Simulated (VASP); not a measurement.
# MgF2 (P4_2/mnm) in VASP: single point with PBE0

Aim: the single point of MgF2 with PBE0.

All numbers are computed with VASP 6.6.1; they aren't measurements. Logs are shortened: lines on timing, memory, paths and dates and some standing lists are left out, and cuts for length are marked.

### Step 1. The cell of the first run

The structure is tetragonal, space group P4_2/mnm (No. 136). The conventional cell has a = 4.622 Å, b = 4.622 Å, c = 3.046 Å, α = 90.00°, β = 90.00°, γ = 90.00°. Mg (site symmetry mmm) has 6 F at 1.98 to 1.99 Å within 2.6 Å. Within 2.6 Å of F (site symmetry m2m) lie 3 Mg at 1.98 to 1.99 Å and 1 F at 2.58 Å.

### Step 2. Single point, PBE0

Input file POSCAR:

```
MgF2
1.0
    4.6220162608      0.0000000000      0.0000000000
    0.0000000000      4.6220162608      0.0000000000
    0.0000000000      0.0000000000      3.0461115451
Mg F
2 4
Direct
    0.0000000000      0.0000000000      0.0000000000
    0.5000000000      0.5000000000      0.5000000000
    0.3029506050      0.3029506050      0.0000000000
    0.1970493950      0.8029506050      0.5000000000
    0.6970493950      0.6970493950      0.0000000000
    0.8029506050      0.1970493950      0.5000000000
```

Input file INCAR.step1:

```
SYSTEM = MgF2
  PREC = Accurate
  ENCUT = 520
  EDIFF = 1E-5
  ISMEAR = 0
  SIGMA = 0.01
  LREAL = .FALSE.
  LASPH = .TRUE.
  NELM = 120
  ALGO = Normal
  ISIF = 2
  LWAVE = .TRUE.
  LCHARG = .FALSE.
  NBANDS = 25
  GGA = PE
  GGA_COMPAT = .FALSE.
  KPAR = 4
```

Input file INCAR.step2:

```
SYSTEM = MgF2
  PREC = Accurate
  ENCUT = 520
  EDIFF = 1E-6
  ISMEAR = 0
  SIGMA = 0.01
  LREAL = .FALSE.
  LASPH = .TRUE.
  NELM = 120
  ALGO = Normal
  ISIF = 2
  LWAVE = .FALSE.
  LCHARG = .FALSE.
  GGA = PE
  LHFCALC = .TRUE.
  AEXX = 0.25
  PRECFOCK = Normal
  NBANDS = 25
  ISTART = 1
  GGA_COMPAT = .FALSE.
  KPAR = 4
```

Input file KPOINTS:

```
regular mesh
0
G
  4 4 6
  0 0 0
```

Potentials or basis: VASP PAW PBE potentials, release 64 (Mg, F).

Started as:

```console
> cat potpaw_PBE.64/Mg/POTCAR potpaw_PBE.64/F/POTCAR > POTCAR
> cp INCAR.step1 INCAR
> mpirun -np 4 vasp_std > vasp.out
> cp INCAR.step2 INCAR
> mpirun -np 4 vasp_std > vasp.out
```

OUTCAR:

```text
SYSTEM = MgF2
   PREC = Accurate
   ENCUT = 520
   EDIFF = 1E-6
   ISMEAR = 0
   LREAL = .FALSE.
   LASPH = .TRUE.
   NELM = 120
   ISIF = 2
   GGA = PE
   LHFCALC = .TRUE.
   AEXX = 0.25
   PRECFOCK = Normal
   ISTART = 1

 ion  position               nearest neighbor table
   1  0.000  0.000  0.000-   3 1.98   5 1.98   4 1.99   6 1.99   4 1.99   6 1.99   2 3.61   2 3.61
                             2 3.61   2 3.61   2 3.61   2 3.61   2 3.61   2 3.61
   2  0.500  0.500  0.500-   4 1.98   6 1.98   5 1.99   3 1.99   3 1.99   5 1.99   1 3.61   1 3.61
                             1 3.61   1 3.61   1 3.61   1 3.61   1 3.61   1 3.61
   3  0.303  0.303  0.000-   1 1.98   2 1.99   2 1.99
   4  0.197  0.803  0.500-   2 1.98   1 1.99   1 1.99
   5  0.697  0.697  0.000-   1 1.98   2 1.99   2 1.99
   6  0.803  0.197  0.500-   2 1.98   1 1.99   1 1.99

  LATTYP: Found a simple tetragonal cell.
 ALAT       =     4.6220162608
 C/A-ratio  =     0.6590438833

  Lattice vectors:

 A1 = (   4.6220162608,   0.0000000000,   0.0000000000)
 A2 = (   0.0000000000,   4.6220162608,   0.0000000000)
 A3 = (   0.0000000000,   0.0000000000,   3.0461115451)

Analysis of symmetry for initial positions (statically):
=====================================================================
 Subroutine PRICEL returns:
 Original cell was already a primitive cell.

 Routine SETGRP: Setting up the symmetry group for a
 simple tetragonal supercell.

 Subroutine GETGRP returns: Found 16 space group operations
 (whereof  8 operations were pure point group operations)
 out of a pool of 16 trial point group operations.

The static configuration has the point symmetry D_2h.
 The point group associated with its full space group is D_4h.

Analysis of symmetry for dynamics (positions and initial velocities):
=====================================================================
 Subroutine PRICEL returns:
 Original cell was already a primitive cell.

 Routine SETGRP: Setting up the symmetry group for a
 simple tetragonal supercell.

 Subroutine GETGRP returns: Found 16 space group operations
 (whereof  8 operations were pure point group operations)
 out of a pool of 16 trial point group operations.

The dynamic configuration has the point symmetry D_2h.
 The point group associated with its full space group is D_4h.

 Subroutine INISYM returns: Found 16 space group operations
[... 113 lines left out ...]
   TEBEG  =    0.0;   TEEND  =   0.0 temperature during run
   PSTRESS=    0.0 pullay stress
   NELECT =      32.0000    total number of electrons
   NUPDOWN=      -1.0000    fix difference up-down
   EMIN   =  10.00;   EMAX   =-10.00  energy-range for DOS
   EFERMI =   0.00;   METHOD = LEGACY
   ISMEAR =     0;   SIGMA  =   0.01  broadening in eV -4-tet -1-fermi 0-gaus
   EFERMI_NEDOS =   21; number of points for ismear=-14 and -15
   IALGO  =     38    algorithm
   IMIX   =      1    mixing-type and parameters
     AMIX     =   0.40;   BMIX     =  1.00
     AMIX_MAG =   1.60;   BMIX_MAG =  1.00
  volume/ion in A,a.u.               =      10.85        73.19
  Fermi-wavevector in a.u.,A,eV,Ry     =   1.292177  2.441860 22.717929  1.669721
  Thomas-Fermi vector in A             =   2.423901
   LORBIT       =      0    0 simple, 1 ext, 2 COOP (PROOUT), +10 PAW based schemes
   GGA     = PE    functional components
   LHFCALC =     T    Hartree Fock is set to
   PRECFOCK=normal    Normal, Fast or Accurate (Low or Medium for compatibility)
   ENCUT4O =  -1.0   cutoff for four orbital integrals eV
   NKREDX  =     1    reduce k-point grid by
   NKREDY  =     1    reduce k-point grid by
   NKREDZ  =     1    reduce k-point grid by
   AEXX    =    0.2500 exact exchange contribution
   HFSCREEN=    0.0000 screening length (either q_TF or 0.3 A-1)
   HFSCREENC=   0.0000 screening length for correlation (either q_TF or 0.3 A-1)
   ENCUTFOCK=  -1.0 apply spherical cutoff to Coloumb kernel
   IVDW    =     0    specifies the selected vdW correction
   LEPSILON=     F    determine dielectric tensor
   LRPA    =     F    only Hartree local field effects (RPA)
 non-spin polarized calculation
 Gauss-broadening in eV      SIGMA  =   0.01
  energy-cutoff  :      520.00
  volume of cell :       65.07
 maximum number of plane-waves:      1772
 NGX is ok and might be reduce to    36
  NGX = 28; NGY = 28; NGZ = 18

 number of electron      32.0000031 magnetization

 Free energy of the ion-electron system (eV)
  ---------------------------------------------------
  ext. energy  EPLUGINS =         0.00000000
  ---------------------------------------------------
  free energy    TOTEN  =       -39.73903975 eV

  energy without entropy =      -39.73903975  energy(sigma->0) =      -39.73903975

 E-fermi :  -3.3151     XC(G=0):  -7.6128

 val. band max:       -3.3876383534   @ k =   0.0000   0.0000   0.0000
 cond. band min:       6.7929922196   @ k =   0.0000   0.0000   0.0000
 fundamental gap:     10.1806305731
 Fermi energy:        -3.3150794031

 k-point     1 :       0.0000    0.0000    0.0000
  band No.  band energies     occupation
      1     -25.7071      2.00000
      2     -24.8727      2.00000
      3     -24.8727      2.00000
      4     -24.7740      2.00000
      5      -7.5845      2.00000
      6      -6.0033      2.00000
[... 661 lines left out ...]
     24      15.1934      0.00000
     25      17.9685      0.00000

------------------------ aborting loop because EDIFF is reached ----------------------------------------

  FORCE on cell =-STRESS in cart. coord.  units (eV):
  Direction    XX          YY          ZZ          XY          YZ          ZX
  --------------------------------------------------------------------------------------
  -------------------------------------------------------------------------------------
  Total        0.2520975      0.2520975      0.2321608      0.0000000      0.0000000      0.0000000
  in kB        6.2068368      6.2068368      5.7159795      0.0000000      0.0000000      0.0000000
  external PRESSURE =       6.0432177 kB  Pullay stress =       0.0000000 kB

 VOLUME and BASIS-vectors are now :
 -----------------------------------------------------------------------------
  energy-cutoff  :      520.00
  volume of cell :       65.07
      direct lattice vectors                 reciprocal lattice vectors
     4.622016261  0.000000000  0.000000000     0.216355794  0.000000000  0.000000000
     0.000000000  4.622016261  0.000000000     0.000000000  0.216355794  0.000000000
     0.000000000  0.000000000  3.046111545     0.000000000  0.000000000  0.328287387

 POSITION                                       TOTAL-FORCE (eV/Angst)
 -----------------------------------------------------------------------------------
      0.00000      0.00000      0.00000        -0.000000      0.000000      0.000000
      2.31101      2.31101      1.52306        -0.000000      0.000000      0.000000
      1.40024      1.40024      0.00000         0.011884      0.011884      0.000000
      0.91077      3.71125      1.52306        -0.011884      0.011884      0.000000
      3.22177      3.22177      0.00000        -0.011884     -0.011884     -0.000000
      3.71125      0.91077      1.52306         0.011884     -0.011884     -0.000000
 -----------------------------------------------------------------------------------
    total drift:                                0.000000      0.000000      0.000000

  FREE ENERGIE OF THE ION-ELECTRON SYSTEM (eV)
  ---------------------------------------------------
  free  energy   TOTEN  =       -39.7390397507 eV

  energy  without entropy=      -39.7390397507  energy(sigma->0) =      -39.73903975
```

Run time: 37 min. Hardware: 4 MPI ranks of AMD EPYC 7R43 (Zen 3), shared host; peak memory 0.19 GiB.

What came out:

```yaml
Free_energy: -39.7390 eV
Pressure: 0.6 GPa
Largest_force: 0.017 eV/Å
Band_gap_on_the_k_mesh: 10.18 eV
```

Forces in eV/Å, atoms in the order of the input:
```
Mg   0.000  0.000  0.000
Mg   0.000  0.000  0.000
F    0.012  0.012  0.000
F   -0.012  0.012  0.000
F   -0.012 -0.012  0.000
F    0.012 -0.012  0.000
```

Caveat: the PAW data sets were made with another functional, which shifts forces and pressure a little.
